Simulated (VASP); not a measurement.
Set up this calculation in VASP 6.6.1, as the native input.

- Task: single point
- Functional: r2SCAN
- Potentials or basis: VASP PAW PBE potentials, release 64 (W_sv, S)
- Cutoff: 520 eV
- k mesh: 12 × 12 × 12
- Occupations: gaussian, width 0.1 eV
- Spin: collinear spin
- Starting moments: [1.0, 0.0] μB
- Hubbard terms: W d U = 6.2 eV
- Dipole correction: no
- Further INCAR settings: ALGO = Normal; EDIFF = 1e-06; NBANDS = 21

The system is WS.

```
CELL_PARAMETERS angstrom
0.00000 2.95947 2.95947
2.95947 0.00000 2.95947
2.95947 2.95947 0.00000
ATOMIC_POSITIONS crystal
W 0.00000 0.00000 0.00000
S 0.25000 0.25000 0.25000
```

The input as run:

POSCAR

```
WS
1.0
    0.0000000000      2.9594703353      2.9594703353
    2.9594703353      0.0000000000      2.9594703353
    2.9594703353      2.9594703353      0.0000000000
W S
1 1
Direct
    0.0000000000      0.0000000000      0.0000000000
    0.2500000000      0.2500000000      0.2500000000
```

INCAR.step1

```
PREC     = Accurate       # precision mode
ENCUT    = 520            # plane-wave cutoff, eV
ISMEAR   = 0              # smearing method
SIGMA    = 0.1            # smearing width, eV
LREAL    = False          # projectors in reciprocal space
LASPH    = True           # aspherical terms in the spheres
NELM     = 150            # most SCF steps
ISPIN    = 2              # spin polarisation
MAGMOM   = 1 0            # initial moments
LMAXMIX  = 4              # l up to which the mixer works
LDAU     = True           # DFT+U
LDAUTYPE = 2            
LDAUL    = 2 -1           # shell
LDAUU    = 6.2 0          # U, eV
LDAUJ    = 0 0          
NBANDS   = 21             # bands
GGA      = PE             # functional
ALGO     = Normal         # electronic algorithm
EDIFF    = 1E-4           # SCF threshold, eV
LWAVE    = True           # write WAVECAR
LCHARG   = False          # write CHGCAR
```

INCAR.step2

```
PREC     = Accurate       # precision mode
ENCUT    = 520            # plane-wave cutoff, eV
EDIFF    = 1E-6           # SCF threshold, eV
ISMEAR   = 0              # smearing method
SIGMA    = 0.1            # smearing width, eV
LREAL    = False          # projectors in reciprocal space
LASPH    = True           # aspherical terms in the spheres
NELM     = 150            # most SCF steps
ALGO     = Normal         # electronic algorithm
ISIF     = 2              # what is computed and relaxed
LWAVE    = False          # write WAVECAR
LCHARG   = True           # write CHGCAR
ISPIN    = 2              # spin polarisation
MAGMOM   = 1 0            # initial moments
LORBIT   = 11             # projections on sites
LMAXMIX  = 4              # l up to which the mixer works
LDAU     = True           # DFT+U
LDAUTYPE = 2            
LDAUL    = 2 -1           # shell
LDAUU    = 6.2 0          # U, eV
LDAUJ    = 0 0          
LDAUPRINT= 1            
METAGGA  = R2SCAN         # meta-GGA
LMIXTAU  = True         
LELF     = True           # ELF
LVHAR    = True         
NBANDS   = 21             # bands
ISTART   = 1
```

KPOINTS

```
regular mesh
0
Gamma
  12 12 12
```

Potentials or basis: VASP PAW PBE potentials, release 64 (W_sv, S).

Run with:

```console
$ cat potpaw_PBE.64/W_sv/POTCAR potpaw_PBE.64/S/POTCAR > POTCAR
$ cp INCAR.step1 INCAR
$ mpirun -np 1 vasp_std > vasp.out
$ cp INCAR.step2 INCAR
$ mpirun -np 1 vasp_std > vasp.out
```

It gave:

```json
{
 "Pressure": "-1.7 GPa",
 "Band gap on the k mesh": "zero (filled and empty bands overlap)",
 "Net moment": "4.00 μB per cell",
 "Site moments": "W +3.25; S -0.21 μB",
 "Valence electrons inside the program's atomic spheres": "W 11.80; S 3.71"
}
```

Caveat: the PAW data sets were made with another functional, which shifts forces and pressure a little; spin-orbit coupling is left out, which moves the levels of the heavy elements.

Run time: 4.5 min on 1 thread of Intel(R) Xeon(R) Platinum 8488C (Sapphire Rapids) (shared host), peak memory 0.29 GiB.
